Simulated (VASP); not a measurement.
A run of VASP 6.6.1 is set up as follows.

The input INCAR:

```
SYSTEM = Zn
ALGO     = Fast           ! electronic algorithm
EDIFF    = 1E-7           ! SCF threshold, eV
EDIFFG   = -0.005         ! ionic threshold
ENCUT    = 600            ! plane-wave cutoff, eV
GGA      = PE             ! functional
IBRION   = 2              ! ionic algorithm
ISIF     = 3              ! what is computed and relaxed
ISMEAR   = 0              ! smearing method
IVDW     = 12             ! dispersion correction
LASPH    = .TRUE.         ! aspherical terms in the spheres
LCHARG   = .FALSE.        ! write CHGCAR
LREAL    = .FALSE.        ! projectors in reciprocal space
LWAVE    = .FALSE.        ! write WAVECAR
NELM     = 100            ! most SCF steps
NSW      = 100            ! ionic steps
PREC     = Accurate       ! precision mode
SIGMA    = 0.1            ! smearing width, eV
```

KPOINTS

```
k-points
0
G
  18 18 10
  0 0 0
```

POSCAR

```
Zn
1.0
    2.6143598013      0.0000000000      0.0000000000
   -1.3071799007      2.2641020026      0.0000000000
    0.0000000000      0.0000000000      4.8731610200
Zn
2
Direct
    0.3333333300      0.6666666700      0.2500000000
    0.6666666700      0.3333333300      0.7500000000
```

Potentials or basis: VASP PAW PBE potentials, release 64 (Zn).

Run with:

```console
$ cat potpaw_PBE.64/Zn/POTCAR > POTCAR
$ mpirun -np 1 vasp_std > vasp.out
```

Problem. Predict the relaxed cell.

Solution. a = 2.604 Å, b = 2.604 Å, c = 4.905 Å, α = 90.00°, β = 90.00°, γ = 120.00°.

Problem. Predict the band gap on the k mesh.

Solution. Zero (band 12 reaches 5.23 eV, above the bottom of band 13 at 0.34 eV).

Problem. Estimate the relaxed volume.

Solution. 14.40 Å³/atom.

Final structure:
```
CELL_PARAMETERS angstrom
2.60417 0.00000 0.00000
-1.30209 2.25528 0.00000
0.00000 0.00000 4.90459
ATOMIC_POSITIONS crystal
Zn 0.33333 0.66667 0.25000
Zn 0.66667 0.33333 0.75000
```

Caveat: pairwise dispersion overbinds metals, which lowers pressure and volume.
